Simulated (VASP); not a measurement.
A run of VASP 6.6.1:

File POSCAR:

```
Se
1.0
    3.4317913982      0.0000000000      0.0000000000
   -1.7158956991      2.9720185313      0.0000000000
    0.0000000000      0.0000000000     11.0682046017
Se
4
Direct
    0.0000000000      0.0000000000      0.0000000000
    0.0000000000      0.0000000000      0.5000000000
    0.3333333333      0.6666666667      0.7500000000
    0.6666666667      0.3333333333      0.2500000000
```

File INCAR.step1:

```
  PREC = Accurate
  ENCUT = 600
  ISMEAR = 0
  SIGMA = 0.1
  LREAL = F
  LASPH = T
  NELM = 100
  GGA = PE
  ALGO = Normal
  EDIFF = 1E-4
  LWAVE = T
  LCHARG = F
```

INCAR.step2

```
  PREC = Accurate
  ENCUT = 600
  EDIFF = 1E-7
  ISMEAR = 0
  SIGMA = 0.1
  LREAL = F
  LASPH = T
  NELM = 100
  ALGO = Normal
  ISIF = 3
  LWAVE = F
  LCHARG = F
  METAGGA = R2SCAN
  LMIXTAU = T
  IBRION = 2
  NSW = 90
  EDIFFG = -0.04
  ISTART = 1
```

File KPOINTS:

```
Automatic mesh
0
Gamma
  6 6 2
```

Potentials or basis: VASP PAW PBE potentials, release 64 (Se).

The run is started by

```sh
$ cat potpaw_PBE.64/Se/POTCAR > POTCAR
$ cp INCAR.step1 INCAR
$ mpirun -np 1 vasp_std > vasp.out
$ cp INCAR.step2 INCAR
$ mpirun -np 1 vasp_std > vasp.out
```

Hardware: 1 thread of Intel(R) Xeon(R) 6975P-C (Granite Rapids), with other jobs on the host.

Problem. How long does it take, and how much memory?

Solution. Run time: 30 min on 1 thread of Intel(R) Xeon(R) 6975P-C (Granite Rapids), on a shared host, peak memory 0.28 GiB. Counts: k points 14, ion steps 22.
